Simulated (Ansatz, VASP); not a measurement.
Rh in VASP and in Ansatz

The input INCAR:

```
PREC = Accurate
ENCUT = 520
EDIFF = 1E-6
ISMEAR = -1
SIGMA = 0.1
LREAL = False
LASPH = True
NELM = 100
ALGO = Normal
ISIF = 2
LWAVE = False
LCHARG = False
GGA = PS
NBANDS = 22
```

The input KPOINTS:

```
regular mesh
0
Gamma
  15 15 8
```

POSCAR

```
Rh
1.0
    2.7922081893      0.0000000000      0.0000000000
   -1.3961040946      2.4181232246      0.0000000000
    0.0000000000      0.0000000000      4.5039018023
Rh
2
Direct
    0.3333333333      0.6666666667      0.2500000000
    0.6666666667      0.3333333333      0.7500000000
```

Input for Ansatz:

```yaml
crystal:
  lattice:
    - [2.7922081893, 0.0, 0.0]
    - [-1.3961040946, 2.4181232246, 0.0]
    - [0.0, 0.0, 4.5039018023]
  atoms:
    - { symbol: Rh, position: [0.3333333333, 0.6666666667, 0.25] }
    - { symbol: Rh, position: [0.6666666667, 0.3333333333, 0.75] }
hamiltonian:
  xc: pbesol
  pseudopotentials:
    kind: paw
    azcp:
      Rh: "pseudopotentials/Rh.paw.azcp"
basis:
  ecutwfc: 420
  fft_grid_basis: typed
kpoints:
  mp_grid: { grid: [15, 15, 8], shift: [0, 0, 0] }
magnetization:
  spin_polarized: false
scf:
  occupations: { method: fermi_dirac, width: 0.1 }
  lower_state_search: "off"
output:
  stress: true
```

Alike in both runs: task single point; functional PBEsol; k mesh 15 × 15 × 8; occupations fermi-dirac, width 0.1 eV; no spin polarisation.

```csv
,VASP,Ansatz
version,VASP 6.6.1,Ansatz 0.2.0
potentials or method,"VASP PAW PBE potentials, release 64 (Rh_pv), cutoff 520 eV","plane waves (420 eV) with PAW, scalar-relativistic"
valence electrons in the cell,30,34
```

VASP gave:

* pressure (GPa): -24.6
* traceless stress, the component that is largest in VASP (GPa): -0.68

Q: What did Ansatz give for the same quantities?

A: Pressure (GPa): -24.5; traceless stress, the component that is largest in VASP (GPa): -0.69.

VASP's potentials were made for PBE, not for PBEsol, and Ansatz warns of the same on its side. With one functional, cell and mesh, what is left measures potentials, basis and numerics. VASP's potentials hold 30 valence electrons a cell and Ansatz's 34, so a difference there can come from the potentials and not from the codes.
